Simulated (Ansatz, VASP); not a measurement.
**Ta2N in VASP and in Ansatz**

File INCAR:

```
SYSTEM = Ta2N
ALGO = Normal
EDIFF = 1E-7
ENCUT = 520
GGA = PE
ISIF = 2
ISMEAR = 0
LASPH = .True.
LCHARG = .False.
LREAL = .False.
LWAVE = .False.
NBANDS = 20
NELM = 80
PREC = Accurate
SIGMA = 0.15
```

The input KPOINTS:

```
k-points
0
Gamma
  18 18 10
  0 0 0
```

The input POSCAR:

```
Ta2N
1.0
    3.2561970625      0.0000000000      0.0000000000
   -1.6280985312      2.8199493758      0.0000000000
    0.0000000000      0.0000000000      4.6377955369
Ta N
2 1
Direct
    0.6666666667      0.3333333333      0.7449050326
    0.3333333333      0.6666666667      0.2550949674
    0.0000000000      0.0000000000      0.0000000000
```

Input for Ansatz:

```yaml
crystal:
  lattice:
    - [3.2561970625, 0.0, 0.0]
    - [-1.6280985312, 2.8199493758, 0.0]
    - [0.0, 0.0, 4.6377955369]
  atoms:
    - { symbol: Ta, position: [0.6666666667, 0.3333333333, 0.7449050326] }
    - { symbol: Ta, position: [0.3333333333, 0.6666666667, 0.2550949674] }
    - { symbol: "N", position: [0.0, 0.0, 0.0] }
basis:
  ecutwfc: 420
kpoints:
  mp_grid: { grid: [18, 18, 10] }
hamiltonian:
  xc: pbe
scf:
  occupations: { method: gaussian, width: 0.15 }
output:
  forces: true
  stress: true
  eigenvalues: true
```

Change from the starting cell: strain +0.050 along x and y, -0.050 along z, atoms carried along.

Alike in both runs: task single point; functional PBE; k mesh 18 × 18 × 10; occupations gaussian, width 0.15 eV; no spin polarisation.

```csv
,VASP,Ansatz
version,VASP 6.6.1,Ansatz 0.2.0
potentials or method,"VASP PAW PBE potentials, release 64 (Ta_pv, N), cutoff 520 eV","scalar-relativistic, plane waves, PAW"
valence electrons in the cell,27,31
```

|  | VASP | Ansatz | Ansatz less VASP |
| --- | --- | --- | --- |
| gap on the k mesh at the Fermi level (eV) | none | none | - |
| pressure (GPa) | -10.2 | -10.5 | -0.33 |
| traceless stress, the component that is largest in VASP (GPa) | 14.10 | 14.19 | +0.088 |
| rms of the force components (eV/Å) | 0.410 | 0.430 | +0.0203 |

Atom by atom the forces differ by 0.020 eV/Å (rms over components). A gap of «none» marks a metal or a gap that the smearing closes. VASP's potentials hold 27 valence electrons a cell and Ansatz's 31, so a difference there can come from the potentials and not from the codes.

Neither program's run includes spin-orbit coupling.
